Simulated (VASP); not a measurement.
The system is TaMnN2.

```
CELL_PARAMETERS angstrom
3.30733 0.00000 0.00000
0.00000 3.30733 0.00000
0.00000 0.00000 4.78333
ATOMIC_POSITIONS crystal
Ta 0.00000 0.00000 0.50000
Mn 0.50000 0.50000 0.00000
N 0.50000 0.00000 0.27642
N 0.00000 0.50000 0.72358
```

The cell was generated, and may not be a known phase.

```yaml
Program: VASP 6.6.1
Task: relaxation of cell and atoms
Functional: PBE
Potentials_or_basis: VASP PAW PBE potentials, release 64 (Ta_sv_GW, Mn_sv, N)
Cutoff: 700 eV
k_mesh: 6 × 6 × 4
Occupations: gaussian, width 0.1 eV
Spin: collinear spin, ferromagnetic start
Starting_moments: "[0.0, 4.0, 0.0, 0.0] μB"
```

At the start: pressure 1.4 GPa; volume 13.08 Å³/atom.

Question: Where does the relaxation end?

Answer: Over 8 steps the energy falls by 22.6 meV/atom and the volume is 12.72 Å³/atom (-2.8 %); space group P-4m2 (No. 115, to 0.1 Å) before and after; moment 3.78 μB per cell.

The path:
```tsv
step	energy change (eV)	largest force (eV/Å)	pressure (GPa)	volume (Å³)
1	0.0000	1.0758	1.37	52.32
2	-0.0481	0.0755	-5.51	53.17
3	-0.0513	0.1441	-4.14	52.99
4	-0.0882	0.0775	0.48	50.95
5	-0.0884	0.0706	0.83	50.81
6	-0.0897	0.1103	-0.36	50.90
7	-0.0900	0.0611	-0.03	50.88
8	-0.0904	0.0275	0.06	50.87
```

Final structure:
```
Ta Mn N
1.0
     3.32021    0.00000    0.00000
     0.00000    3.32021    0.00000
     0.00000    0.00000    4.61446
Ta Mn N
1 1 2
Direct
  0.00000 0.00000 0.50000
  0.50000 0.50000 0.00000
  0.50000 0.00000 0.25900
  0.00000 0.50000 0.74100
```

Caveat: a cell with one magnetic atom can't hold antiferromagnetic order, which such compounds often take.
